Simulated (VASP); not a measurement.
CsPbCl3:

```
Cs Pb Cl
1.0
     5.60500    0.00000    0.00000
     0.00000    5.60500    0.00000
     0.00000    0.00000    5.60500
Cs Pb Cl
1 1 3
Direct
  0.00000 0.00000 0.00000
  0.50000 0.50000 0.50000
  0.50000 0.50000 0.00000
  0.00000 0.50000 0.50000
  0.50000 0.00000 0.50000
```

```yaml
Program: VASP 6.6.1
Task: relaxation of cell and atoms
Functional: PBE
Potentials_or_basis: VASP PAW PBE potentials, release 64 (Cs_sv, Pb_d, Cl)
Cutoff: 600 eV
k_mesh: 4 × 4 × 4
Occupations: fermi-dirac, width 0.02 eV
Spin: no spin polarisation
```

At the start: pressure 1.8 GPa; volume 35.22 Å³/atom.

Question: How do energy, volume and symmetry change on relaxing?

Answer: Over 3 steps the energy falls by 14.0 meV/atom and the volume is 37.83 Å³/atom (+7.4 %); space group Pm-3m (No. 221, to 0.1 Å) before and after.

Step by step:
```tsv
step	energy change (eV)	largest force (eV/Å)	pressure (GPa)	volume (Å³)
1	0.0000	0.0000	1.85	176.09
2	-0.0677	0.0000	0.29	186.64
3	-0.0698	0.0000	-0.01	189.13
```

Final structure:
```cif
data_structure
_symmetry_space_group_name_H-M 'P 1'
_symmetry_Int_Tables_number 1
_cell_length_a 5.7401
_cell_length_b 5.7401
_cell_length_c 5.7401
_cell_angle_alpha 90.000
_cell_angle_beta 90.000
_cell_angle_gamma 90.000
_cell_volume 189.13
loop_
_atom_site_label
_atom_site_type_symbol
_atom_site_fract_x
_atom_site_fract_y
_atom_site_fract_z
_atom_site_occupancy
Cs1 Cs 0.00000 0.00000 0.00000 1
Pb1 Pb 0.50000 0.50000 0.50000 1
Cl1 Cl 0.50000 0.50000 0.00000 1
Cl2 Cl 0.00000 0.50000 0.50000 1
Cl3 Cl 0.50000 0.00000 0.50000 1
```
